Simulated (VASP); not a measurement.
The system is Nb.

```
Nb
1.0
     0.00000    2.01027    2.01027
     2.01027    0.00000    2.01027
     2.01027    2.01027    0.00000
Nb
1
Direct
  0.00000 0.00000 0.00000
```

This cell differs from its parent crystal: Mo replaced by Nb, lengths x 1.039, strained.

Base run:

```yaml
Program: VASP 6.6.1
Functional: PBEsol
Potentials_or_basis: VASP PAW PBE potentials, release 64 (Nb_sv)
Cutoff: 520 eV
k_mesh: 18 × 18 × 18
Occupations: gaussian, width 0.1 eV
Spin: no spin polarisation
```

Its results: pressure 22.9 GPa.

The run is repeated on the same cell with these changes: k mesh from 18 × 18 × 18 to 8 × 8 × 8; further incar settings from ALGO = Normal; EDIFF = 1e-06; NBANDS = 12 to ALGO = Fast; EDIFF = 1e-07; NBANDS = 12. What comes out?

Pressure 22.0 GPa.

Caveats: the PAW data sets were made with another functional, which shifts forces and pressure a little.
